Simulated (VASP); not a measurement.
The system is Cd.

```
Cd
1.0
    -1.78432    1.78432    1.78432
     1.78432   -1.78432    1.78432
     1.78432    1.78432   -1.78432
Cd
1
Direct
  0.00000 0.00000 0.00000
```

| Item | Value |
| --- | --- |
| Program | VASP 6.6.1 |
| Task | relaxation of cell and atoms |
| Functional | PBEsol |
| Potentials or basis | VASP PAW PBE potentials, release 64 (Cd) |
| Cutoff | 600 eV |
| k mesh | 9 × 9 × 9 |
| Occupations | fermi-dirac, width 0.05 eV |
| Spin | no spin polarisation |

At the start: pressure -2.2 GPa; volume 22.72 Å³/atom.

Question: How do energy, volume and symmetry change on relaxing?

Answer: Over 3 steps the energy falls by 9.0 meV/atom and the volume is 21.48 Å³/atom (-5.5 %); space group Im-3m (No. 229, to 0.05 Å).

The path:
```tsv
step	energy change (eV)	largest force (eV/Å)	pressure (GPa)	volume (Å³)
1	0.0000	0.0000	-2.21	22.72
2	-0.0087	0.0000	-0.47	21.71
3	-0.0090	0.0000	0.00	21.48
```

Final structure:
```xyz
1
Lattice="-1.7511 1.7511 1.7511 1.7511 -1.7511 1.7511 1.7511 1.7511 -1.7511" Properties=species:S:1:pos:R:3 pbc="T T T"
Cd    0.0000    0.0000    0.0000
```

Caveat: the PAW data sets were made with another functional, which shifts forces and pressure a little.
